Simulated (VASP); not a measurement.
Write the native input for VASP 6.6.1 that does the following.

```yaml
Task: single point
Functional: r2SCAN0
Potentials_or_basis: VASP PAW PBE potentials, release 64 (Cu)
Cutoff: 520 eV
k_mesh: 7 × 7 × 7
Occupations: fermi-dirac, width 0.05 eV
Spin: no spin polarisation
Dipole_correction: no
Grid_for_exact_exchange_PRECFOCK: Normal
Further_INCAR_settings: ALGO = Normal; EDIFF = 1e-07; NBANDS = 12
Share_of_exact_exchange: 0.25
```

The system is Cu.

```
Cu
1.0
     0.00000    1.83129    1.83129
     1.83129    0.00000    1.83129
     1.83129    1.83129    0.00000
Cu
1
Direct
  0.00000 0.00000 0.00000
```

These files were run (other wordings do the same):

POSCAR

```
Cu
1.0
    0.0000000000      1.8312856224      1.8312856224
    1.8312856224      0.0000000000      1.8312856224
    1.8312856224      1.8312856224      0.0000000000
Cu
1
Direct
    0.0000000000      0.0000000000      0.0000000000
```

INCAR.step1

```
SYSTEM = Cu
PREC     = Accurate       ! precision mode
ENCUT    = 520            ! plane-wave cutoff, eV
EDIFF    = 1E-5           ! SCF threshold, eV
ISMEAR   = -1             ! smearing method
SIGMA    = 0.05           ! smearing width, eV
LREAL    = .FALSE.        ! projectors in reciprocal space
LASPH    = .TRUE.         ! aspherical terms in the spheres
NELM     = 80             ! most SCF steps
ALGO     = Normal         ! electronic algorithm
ISIF     = 2              ! what is computed and relaxed
LWAVE    = .TRUE.         ! write WAVECAR
LCHARG   = .FALSE.        ! write CHGCAR
NBANDS   = 12             ! bands
GGA      = PE             ! functional
```

INCAR.step2

```
SYSTEM = Cu
PREC     = Accurate       ! precision mode
ENCUT    = 520            ! plane-wave cutoff, eV
EDIFF    = 1E-7           ! SCF threshold, eV
ISMEAR   = -1             ! smearing method
SIGMA    = 0.05           ! smearing width, eV
LREAL    = .FALSE.        ! projectors in reciprocal space
LASPH    = .TRUE.         ! aspherical terms in the spheres
NELM     = 80             ! most SCF steps
ALGO     = Normal         ! electronic algorithm
ISIF     = 2              ! what is computed and relaxed
LWAVE    = .FALSE.        ! write WAVECAR
LCHARG   = .FALSE.        ! write CHGCAR
METAGGA  = R2SCAN         ! meta-GGA
LHFCALC  = .TRUE.         ! exact exchange
AEXX     = 0.25           ! exact-exchange fraction
LMIXTAU  = .TRUE.       
PRECFOCK = Normal       
NBANDS   = 12             ! bands
ISTART   = 1
```

KPOINTS

```
Automatic mesh
0
G
  7 7 7
  0 0 0
```

Potentials or basis: VASP PAW PBE potentials, release 64 (Cu).

Run with:

```bash
$ cat potpaw_PBE.64/Cu/POTCAR > POTCAR
$ cp INCAR.step1 INCAR
$ mpirun -np 1 vasp_std > vasp.out
$ cp INCAR.step2 INCAR
$ mpirun -np 1 vasp_std > vasp.out
```

Results of the run:

```
Pressure               : -6.7 GPa
Band gap on the k mesh : zero (an odd number of electrons rules out a gap without spin polarisation)
```

Caveat: the k points lie up to 0.42 Å⁻¹ apart, too coarse for converged energies and pressures of a metal; the PAW data sets were made with another functional, which shifts forces and pressure a little.

Run time: 19 min on 1 thread of Intel(R) Xeon(R) Platinum 8259CL CPU @ 2.50GHz (Skylake/Cascade Lake), on a shared host, peak memory 0.14 GiB.
